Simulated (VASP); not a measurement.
# BiTe (Pm-3m) in VASP: notebook

The runs below take BiTe through relaxation of cell and atoms, with LDA.

All numbers are computed with VASP 6.6.1; they aren't measurements. Logs are shortened: lines on timing, memory, paths and dates and some standing lists are left out, and cuts for length are marked.

### Step 1. The cell of the first run

The structure is cubic, space group Pm-3m (No. 221). The conventional cell has a = 3.980 Å, b = 3.980 Å, c = 3.980 Å, α = 90.00°, β = 90.00°, γ = 90.00°. Within 4.5 Å of Bi (site symmetry m-3m) lie 8 Te at 3.45 Å and 6 Bi at 3.98 Å. Te (site symmetry m-3m) has 8 Bi at 3.45 Å and 6 Te at 3.98 Å within 4.5 Å.

### Step 2. Relaxation of cell and atoms, LDA, target pressure 5 GPa, at which the enthalpy is minimised

Input file INCAR:

```
SYSTEM = BiTe
PREC = Accurate ; ENCUT = 600
EDIFF = 1E-7 ; ISMEAR = -1
SIGMA = 0.05 ; LREAL = .FALSE.
LASPH = .TRUE. ; NELM = 100
ALGO = Normal ; ISIF = 3
LWAVE = .FALSE. ; LCHARG = .FALSE.
GGA = CA ; IBRION = 2
NSW = 80 ; EDIFFG = -0.01
PSTRESS = 50.0
```

Input file KPOINTS:

```
Automatic mesh
0
G
  6 6 6
  0 0 0
```

Input file POSCAR:

```
BiTe
1.0
    3.9800000000      0.0000000000      0.0000000000
    0.0000000000      3.9800000000      0.0000000000
    0.0000000000      0.0000000000      3.9800000000
Bi Te
1 1
Direct
    0.0000000000      0.0000000000      0.0000000000
    0.5000000000      0.5000000000      0.5000000000
```

Potentials or basis: VASP PAW LDA potentials, release 64 (Bi_d, Te).

Command:

```bash
$ cat potpaw_LDA.64/Bi_d/POTCAR potpaw_LDA.64/Te/POTCAR > POTCAR
$ mpirun -np 1 vasp_std > vasp.out
```

OUTCAR:

```text
SYSTEM = BiTe
   PREC = Accurate
   ENCUT = 600
   EDIFF = 1E-7
   ISMEAR = -1
   LREAL = .FALSE.
   LASPH = .TRUE.
   NELM = 100
   ISIF = 3
   GGA = CA
   IBRION = 2
   NSW = 80
   EDIFFG = -0.01
   PSTRESS = 50.0

 ion  position               nearest neighbor table
   1  0.000  0.000  0.000-   2 3.45   2 3.45   2 3.45   2 3.45   2 3.45   2 3.45   2 3.45   2 3.45

   2  0.500  0.500  0.500-   1 3.45   1 3.45   1 3.45   1 3.45   1 3.45   1 3.45   1 3.45   1 3.45

  LATTYP: Found a simple cubic cell.
 ALAT       =     3.9800000000

  Lattice vectors:

 A1 = (   3.9800000000,   0.0000000000,   0.0000000000)
 A2 = (   0.0000000000,   3.9800000000,   0.0000000000)
 A3 = (   0.0000000000,   0.0000000000,   3.9800000000)

Analysis of symmetry for initial positions (statically):
=====================================================================
 Subroutine PRICEL returns:
 Original cell was already a primitive cell.

 Routine SETGRP: Setting up the symmetry group for a
 simple cubic supercell.

 Subroutine GETGRP returns: Found 48 space group operations
 (whereof 48 operations were pure point group operations)
 out of a pool of 48 trial point group operations.

The static configuration has the point symmetry O_h .

Analysis of symmetry for dynamics (positions and initial velocities):
=====================================================================
 Subroutine PRICEL returns:
 Original cell was already a primitive cell.

 Routine SETGRP: Setting up the symmetry group for a
 simple cubic supercell.

 Subroutine GETGRP returns: Found 48 space group operations
 (whereof 48 operations were pure point group operations)
 out of a pool of 48 trial point group operations.

The dynamic configuration has the point symmetry O_h .

 Subroutine INISYM returns: Found 48 space group operations
 (whereof 48 operations are pure point group operations),
 and found     1 'primitive' translations

----------------------------------------------------------------------------------------

                                     Primitive cell

  volume of cell :      63.0448

  direct lattice vectors                    reciprocal lattice vectors
     3.980000000  0.000000000  0.000000000     0.251256281  0.000000000  0.000000000
     0.000000000  3.980000000  0.000000000     0.000000000  0.251256281  0.000000000
     0.000000000  0.000000000  3.980000000     0.000000000  0.000000000  0.251256281

  length of vectors
     3.980000000  3.980000000  3.980000000     0.251256281  0.251256281  0.251256281

  position of ions in fractional coordinates (direct lattice)
     0.000000000  0.000000000  0.000000000
[... 89 lines left out ...]
   EFERMI_NEDOS =   21; number of points for ismear=-14 and -15
   IALGO  =     38    algorithm
   IMIX   =      4    mixing-type and parameters
     AMIX     =   0.40;   BMIX     =  1.00
     AMIX_MAG =   1.60;   BMIX_MAG =  1.00
  volume/ion in A,a.u.               =      31.52       212.72
  Fermi-wavevector in a.u.,A,eV,Ry     =   1.134832  2.144521 17.522173  1.287843
  Thomas-Fermi vector in A             =   2.271536
   LORBIT       =      0    0 simple, 1 ext, 2 COOP (PROOUT), +10 PAW based schemes
   GGA     = CA    functional components
   LHFCALC =     F    Hartree Fock is set to
   AEXX    =    0.0000 exact exchange contribution
   IVDW    =     0    specifies the selected vdW correction
   LEPSILON=     F    determine dielectric tensor
   LRPA    =     F    only Hartree local field effects (RPA)
 conjugate gradient relaxation of ions
 non-spin polarized calculation
  energy-cutoff  :      600.00
  volume of cell :       63.04
 maximum number of plane-waves:      2176
 NGX is ok and might be reduce to    32
   NGX = 15   NGY = 15   NGZ = 15

--------------------------------------- Ionic step        1  -------------------------------------------

 number of electron      20.9999999 magnetization

 Free energy of the ion-electron system (eV)
  ---------------------------------------------------
  ext. energy  EPLUGINS =         0.00000000
  ---------------------------------------------------
  free energy    TOTEN  =        -8.21773864 eV

  energy without entropy =       -8.21028706  energy(sigma->0) =       -8.21401285

------------------------ aborting loop because EDIFF is reached ----------------------------------------

  FORCE on cell =-STRESS in cart. coord.  units (eV):
  Direction    XX          YY          ZZ          XY          YZ          ZX
  --------------------------------------------------------------------------------------
  -------------------------------------------------------------------------------------
  Total       -2.3347576     -2.3347576     -2.3347576      0.0000000      0.0000000      0.0000000
  in kB      -59.3339364    -59.3339364    -59.3339364      0.0000000      0.0000000      0.0000000
  external PRESSURE =    -109.3339364 kB  Pullay stress =      50.0000000 kB
[... 25 lines left out ...]
--------------------------------------- Ionic step        2  -------------------------------------------

 number of electron      20.9999999 magnetization

 E-fermi :  11.9156     XC(G=0): -11.6679

 val. band max:       11.8307722068   @ k =   0.5000   0.5000   0.0000
 cond. band min:      11.9169405164   @ k =   0.5000   0.5000   0.1667
 fundamental gap:      0.0861683096
 Fermi energy:        11.9156146827

 k-point     1 :       0.0000    0.0000    0.0000
  band No.  band energies     occupation
      1     -11.6653      2.00000
      2     -11.6653      2.00000
      3     -11.5329      2.00000
      4     -11.5329      2.00000
      5     -11.5329      2.00000
      6      -4.2989      2.00000
      7       4.2301      2.00000
      8       8.4543      2.00000
      9       8.4543      2.00000
     10       8.4543      2.00000
     11      14.3800      0.00000
     12      14.3800      0.00000
     13      17.9063      0.00000
     14      17.9063      0.00000
[... 510 lines left out ...]
--------------------------------------- Ionic step        7  -------------------------------------------

 number of electron      21.0000002 magnetization

 Free energy of the ion-electron system (eV)
  ---------------------------------------------------
  ext. energy  EPLUGINS =         0.00000000
  ---------------------------------------------------
  free energy    TOTEN  =        -8.30357303 eV

  energy without entropy =       -8.28966854  energy(sigma->0) =       -8.29662078

 E-fermi :   9.4402     XC(G=0): -10.9351

 val. band max:        9.4282787097   @ k =   0.3333   0.1667   0.0000
 cond. band min:       9.4430040065   @ k =   0.5000   0.3333   0.3333
 fundamental gap:      0.0147252968
 Fermi energy:         9.4402061894

 k-point     1 :       0.0000    0.0000    0.0000
  band No.  band energies     occupation
      1     -13.8795      2.00000
      2     -13.8795      2.00000
      3     -13.8026      2.00000
      4     -13.8026      2.00000
      5     -13.8026      2.00000
      6      -5.2672      2.00000
      7       1.2244      2.00000
      8       6.5730      2.00000
      9       6.5730      2.00000
     10       6.5730      2.00000
     11      12.3612      0.00000
     12      12.3612      0.00000
     13      14.2917      0.00000
     14      14.2917      0.00000
[... 354 lines left out ...]
  energy  without entropy=       -8.2896685380  energy(sigma->0) =       -8.29662078

  enthalpy is  TOTEN    =        -6.6544675389 eV   P V=        1.6491054905

 reached required accuracy - stopping structural energy minimisation
```

OSZICAR:

```text
N       E                     dE             d eps       ncg     rms          rms(c)
DAV:   1     0.158304440502E+03    0.15830E+03   -0.11054E+04   568   0.163E+03
DAV:   2     0.274179254710E+01   -0.15556E+03   -0.15358E+03   602   0.380E+02
DAV:   3    -0.804910644510E+01   -0.10791E+02   -0.10601E+02   716   0.102E+02
[... 65 lines left out ...]
DAV:   2    -0.830376986582E+01    0.10095E-02   -0.19049E-03   686   0.785E-01    0.768E-02
DAV:   3    -0.830357069131E+01    0.19917E-03   -0.83671E-04   732   0.467E-01    0.131E-02
DAV:   4    -0.830357233670E+01   -0.16454E-05   -0.14180E-05   566   0.380E-02    0.141E-02
DAV:   5    -0.830357305103E+01   -0.71433E-06   -0.32788E-06   808   0.209E-02    0.376E-03
DAV:   6    -0.830357302948E+01    0.21551E-07   -0.39142E-07   608   0.979E-03
   7 F= -.66544675E+01 E0= -.66475153E+01  d E =-.114223E-03
```

Wall time 52 s (1 thread of Intel Xeon Platinum 8259CL at 2.50GHz (Skylake/Cascade Lake), shared host); peak memory 0.18 GiB.

What came out:

- Free energy: -8.3036 eV
- Relaxed volume: 26.42 Å³/atom
- Relaxed cell: a = 3.753 Å, b = 3.753 Å, c = 3.753 Å, α = 90.00°, β = 90.00°, γ = 90.00°
- Space group after relaxing (to 0.1 Å): Pm-3m (No. 221)
- Energy change on relaxing (the run minimises the enthalpy): -42.9 meV/atom
- Ionic steps: 7
- Pressure after relaxing: 5.0 GPa
- Band gap on the k mesh: zero (an odd number of electrons rules out a gap without spin polarisation)

The path:
```csv
step,energy change (eV),largest force (eV/Å),pressure (GPa),volume (Å³)
1,0.0000,0.0000,-5.93,63.04
2,0.5312,0.0000,24.02,45.38
3,-0.0928,0.0000,4.62,53.07
4,-0.0872,0.0000,4.92,52.89
5,-0.0811,0.0000,5.25,52.69
6,-0.0899,0.0000,4.77,52.98
7,-0.0858,0.0000,4.99,52.84
```

Final structure:
```
CELL_PARAMETERS angstrom
3.75258 0.00000 0.00000
0.00000 3.75258 0.00000
0.00000 0.00000 3.75258
ATOMIC_POSITIONS crystal
Bi 0.00000 0.00000 0.00000
Te 0.50000 0.50000 0.50000
```

Levels at points of the mesh, in eV from the Fermi level:
| k point | band 6 | band 7 | band 8 | band 9 | band 10 | band 11 | band 12 | band 13 | band 14 |
| --- | --- | --- | --- | --- | --- | --- | --- | --- | --- |
| (0.00, 0.00, 0.00) | -14.71 | -8.22 | -2.87 | -2.87 | -2.87 | 2.92 | 2.92 | 4.85 | 4.85 |
| (0.50, 0.00, 0.00) | -12.21 | -12.16 | -1.64 | -0.94 | -0.66 | -0.66 | 0.73 | 0.73 | 4.52 |
| (0.50, 0.50, 0.00) | -11.01 | -10.91 | -6.37 | -6.37 | -0.09 | 1.96 | 3.01 | 3.01 | 5.78 |
| (0.50, 0.50, 0.50) | -10.37 | -10.05 | -3.71 | -3.71 | -3.71 | -3.08 | -3.08 | -3.08 | 14.91 |

Caveat: the cell is relaxed towards a set pressure, so the run minimises the enthalpy, not the energy; the volume moved by over 15 % at a fixed basis, so the end points are rough; spin-orbit coupling is left out, which moves the levels of the heavy elements.

[end of part 1 of 2]
